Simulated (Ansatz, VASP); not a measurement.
# Rh in VASP and in Ansatz

```
Rh
1.0
     2.73098    0.00000    0.00000
    -1.36549    2.36510    0.00000
     0.00000    0.00000    4.56134
Rh
2
Direct
  0.66667 0.33333 0.75000
  0.33333 0.66667 0.25000
```

Change from the starting cell: strain +0.000 along x and y, +0.030 along z, atoms carried along.

Alike in both runs: task single point; functional PBEsol; k mesh 18 × 18 × 12; occupations gaussian, width 0.15 eV; no spin polarisation.

|  | VASP | Ansatz |
| --- | --- | --- |
| version | VASP 6.6.1 | Ansatz 0.2.0 |
| potentials or method | VASP PAW PBE potentials, release 64 (Rh_pv), cutoff 520 eV | scalar-relativistic, plane waves, PAW |
| valence electrons in the cell | 30 | 34 |

|  | VASP | Ansatz | Ansatz less VASP |
| --- | --- | --- | --- |
| gap on the k mesh at the Fermi level (eV) | none | none | - |
| pressure (GPa) | -19.3 | -19.4 | -0.09 |
| traceless stress, the component that is largest in VASP (GPa) | -4.92 | -4.91 | +0.006 |

VASP's potentials were made for PBE, not for PBEsol. A gap of «none» marks a metal or a gap that the smearing closes. VASP's potentials hold 30 valence electrons a cell and Ansatz's 34, so a difference there can come from the potentials and not from the codes.
